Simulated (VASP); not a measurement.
Wanted: the native input for a VASP 6.6.1 run.

| Quantity | Value |
| --- | --- |
| Task | electric field gradients |
| Functional | PBE |
| Potentials or basis | VASP PAW PBE potentials, release 64 (Ag) |
| Cutoff | 520 eV |
| k mesh | 13 × 13 × 7 |
| Occupations | fermi-dirac, width 0.03 eV |
| Spin | no spin polarisation |
| Dipole correction | no |
| Further INCAR settings | ALGO = Normal; EDIFF = 1e-08; NBANDS = 18 |

The structure of Ag lies in POSCAR:

```
Ag
1.0
    2.9053750837      0.0000000000      0.0000000000
   -1.4526875418      2.5161286300      0.0000000000
    0.0000000000      0.0000000000      4.7497459960
Ag
2
Direct
    0.3333333333      0.6666666667      0.2500000000
    0.6666666667      0.3333333333      0.7500000000
```

This isn't the form of Ag at room conditions, which is fcc.

One way to write it, as run:

INCAR

```
  ALGO = Normal
  EDIFF = 1E-8
  ENCUT = 520
  GGA = PE
  ISIF = 2
  ISMEAR = -1
  LASPH = True
  LCHARG = False
  LEFG = True
  LREAL = False
  LWAVE = False
  NBANDS = 18
  NELM = 80
  PREC = Accurate
  SIGMA = 0.03
```

KPOINTS

```
k-points
0
Gamma
  13 13 7
```

Potentials or basis: VASP PAW PBE potentials, release 64 (Ag).

The run is started by

```sh
$ cat potpaw_PBE.64/Ag/POTCAR > POTCAR
$ mpirun -np 1 vasp_std > vasp.out
```

It gave:

| Item | Value |
| --- | --- |
| Pressure | 2.6 GPa |
| Band gap on the k mesh | zero (bands 11 and 12 overlap by 6.37 eV) |
| Largest electric field gradient by atom | Ag -5.2 V/Å² |

Caveat: without QUAD_EFG the Cq values of the log hold for a quadrupole moment of 1 mb, not for the nuclei.

Run time: 46 s on 1 thread of Intel Xeon 8259CL, on a shared host, peak memory 0.18 GiB.
